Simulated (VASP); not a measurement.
Runs of VASP 6.6.1 on BiTe. The structure is that of space group Fm-3m (No. 225), or close to it. The cells are those of the table. 

| task | cell | k mesh | cutoff (eV) | gap on the mesh (eV) | pressure (GPa) |
| --- | --- | --- | --- | --- | --- |
| relaxation of cell and atoms | relaxed from a = 4.575 Å, angles 60.0°, 2 atoms | 12 × 12 × 12 | 600 | none | 0.0 |
| single point | a = 4.618 Å, angles 60.0°, 2 atoms | 12 × 12 × 12 | 520 | none | (a) |
| single point | a = 4.526 Å, angles 60.0°, 2 atoms | 12 × 12 × 12 | 520 | none | 1.7 |
| single point | a = 4.382 Å, angles 60.0°, 2 atoms | 12 × 12 × 12 | 520 | none | 8.8 |
| single point | a = 4.573 Å, angles 90.0, 60.0, 120.0°, 2 atoms | 9 × 9 × 9 | 520 | none | 0.0 |

Alike in all rows: level r2SCAN; potentials or basis VASP PAW PBE potentials, release 64 (Bi_d, Te); no spin polarisation; smearing gaussian 0.1 eV.

Question: Estimate the missing entries.

Answer: (a) -1.4.

Caveats: the PAW data sets were made with another functional, which shifts forces and pressure a little; spin-orbit coupling is left out, which moves the levels of the heavy elements.

A k mesh can miss the band edges, and the runs leave out spin-orbit coupling on Bi, Te.

A gap of «none» marks levels without a gap at the run's occupations.
